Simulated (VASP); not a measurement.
Wanted: the native input for a VASP 6.6.1 run.

| Item | Value |
| --- | --- |
| Task | single point |
| Functional | PBE |
| Dispersion | D3(BJ) |
| Potentials or basis | VASP PAW PBE potentials, release 64 (C, H) |
| Cutoff | 520 eV |
| k mesh | 2 × 2 × 1 |
| Occupations | gaussian, width 0.05 eV |
| Spin | no spin polarisation |
| Dipole correction | yes |
| Further INCAR settings | LREAL = Auto; ALGO = Normal; EDIFF = 1e-06; NBANDS = 93 |

The structure of HC17 lies in POSCAR:

```
HC17
1.0
    9.8601980332      0.0000000000      0.0000000000
   -4.9300990166      8.5391819831      0.0000000000
    0.0000000000      0.0000000000     18.0016100064
C H
34 2
Direct
    0.4166666667      0.3333333333      0.4444046948
    0.4166236992      0.5832880621      0.4441867614
    0.4166753044      0.8332873451      0.4440802972
    0.4166793108      0.0833080818      0.4441103582
    0.6667076875      0.3333228856      0.4441970199
    0.6666964083      0.5833363184      0.4440346477
    0.6666922546      0.8333151633      0.4439043698
    0.6667088311      0.0833303269      0.4440663658
    0.9167026454      0.3333244628      0.4440592127
    0.9167534009      0.5833333443      0.4437561024
    0.9167572526      0.8333546688      0.4431069075
    0.9167458170      0.0833649125      0.4437578147
    0.1666421755      0.3332921934      0.4441195215
    0.1666498602      0.5833009362      0.4439906573
    0.1665956492      0.8333134194      0.4434238551
    0.1665855072      0.0832171801      0.4435535387
    0.3333072723      0.1666127420      0.4440879640
    0.3333144114      0.4166362622      0.4442692754
    0.3333161745      0.6666282268      0.4440744756
    0.3333160407      0.9166337240      0.4438916282
    0.5834011079      0.1666727434      0.4441795751
    0.5833481639      0.4166267786      0.4443368723
    0.5833354798      0.6666447258      0.4441026642
    0.5833459677      0.9166678064      0.4440926503
    0.8333734007      0.1666626289      0.4440057358
    0.8333788724      0.4166624039      0.4440530838
    0.8334398842      0.6667372778      0.4435297874
    0.8334338560      0.9166519830      0.4434817762
    0.0832790760      0.1666263733      0.4438276106
    0.0833178075      0.4166340256      0.4440895777
    0.0832861794      0.6666017924      0.4437065279
    0.0832847031      0.9166188534      0.4430842575
    0.0803706516      0.9147835858      0.6306150172
   -0.0608661467      0.8429416767      0.6318241008
    0.2055987913      0.9784952882      0.6282577474
   -0.1862013542      0.7791857781      0.6315837494
```

These files were run (other wordings do the same):

INCAR

```
SYSTEM = HC17
ALGO = Normal ; DIPOL = 0.5 0.5 0.465
EDIFF = 1E-6 ; ENCUT = 520
GGA = PE ; IDIPOL = 3
ISIF = 2 ; ISMEAR = 0
IVDW = 12 ; LASPH = .TRUE.
LCHARG = .FALSE. ; LDIPOL = .TRUE.
LREAL = Auto ; LWAVE = .FALSE.
NBANDS = 93 ; NELM = 60
PREC = Accurate ; SIGMA = 0.05
```

KPOINTS

```
k-points
0
G
  2 2 1
  0 0 0
```

Potentials or basis: VASP PAW PBE potentials, release 64 (C, H).

Run with:

```bash
$ cat potpaw_PBE.64/C/POTCAR potpaw_PBE.64/H/POTCAR > POTCAR
$ mpirun -np 1 vasp_std > vasp.out
```

It gave:

```yaml
Largest_force: 0.109 eV/Å
Band_gap_on_the_k_mesh: 1.96 eV
Dispersion_energy_per_atom: -0.085 eV
```

Run time: 25 min on 1 thread of Intel(R) Xeon(R) Platinum 8488C (Sapphire Rapids), on a shared host, peak memory 1.7 GiB.
